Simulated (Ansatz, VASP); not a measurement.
**One calculation of Rb, two programs**

INCAR

```
ALGO = Fast ; EDIFF = 1E-7
ENCUT = 520 ; GGA = PS
ISIF = 2 ; ISMEAR = 0
LASPH = T ; LCHARG = F
LREAL = F ; LWAVE = F
NBANDS = 10 ; NELM = 100
PREC = Accurate ; SIGMA = 0.15
```

The input KPOINTS:

```
k-points
0
Gamma
  12 12 12
```

The input POSCAR:

```
Rb
1.0
   -2.6937600000      2.6937600000      2.8060000000
    2.6937600000     -2.6937600000      2.8060000000
    2.6937600000      2.6937600000     -2.8060000000
Rb
1
Direct
    0.0000000000      0.0000000000      0.0000000000
```

Input for Ansatz:

```yaml
crystal:
  lattice:
    - [-2.69376, 2.69376, 2.806]
    - [2.69376, -2.69376, 2.806]
    - [2.69376, 2.69376, -2.806]
  atoms:
    - { symbol: Rb, position: [0.0, 0.0, 0.0] }
basis:
  ecutwfc: 420
kpoints:
  mp_grid: { grid: [12, 12, 12] }
hamiltonian:
  xc: pbesol
scf:
  occupations: { method: gaussian, width: 0.15 }
output:
  forces: true
  stress: true
  eigenvalues: true
```

Change from the starting cell: strain -0.040 along x and y, +0.000 along z, atoms carried along.

Alike in both runs: task single point; functional PBEsol; k mesh 12 × 12 × 12; occupations gaussian, width 0.15 eV; no spin polarisation.

|  | VASP | Ansatz |
| --- | --- | --- |
| version | VASP 6.6.1 | Ansatz 0.2.0 |
| potentials or method | VASP PAW PBE potentials, release 64 (Rb_sv), cutoff 520 eV | scalar-relativistic, plane waves, PAW |
| valence electrons in the cell | 9 | 9 |

|  | VASP | Ansatz | Ansatz less VASP |
| --- | --- | --- | --- |
| gap on the k mesh at the Fermi level (eV) | none | none | - |
| pressure (GPa) | 0.2 | 0.2 | 0.00 |

VASP's potentials were made for PBE, not for PBEsol. A gap of «none» marks a metal or a gap that the smearing closes.
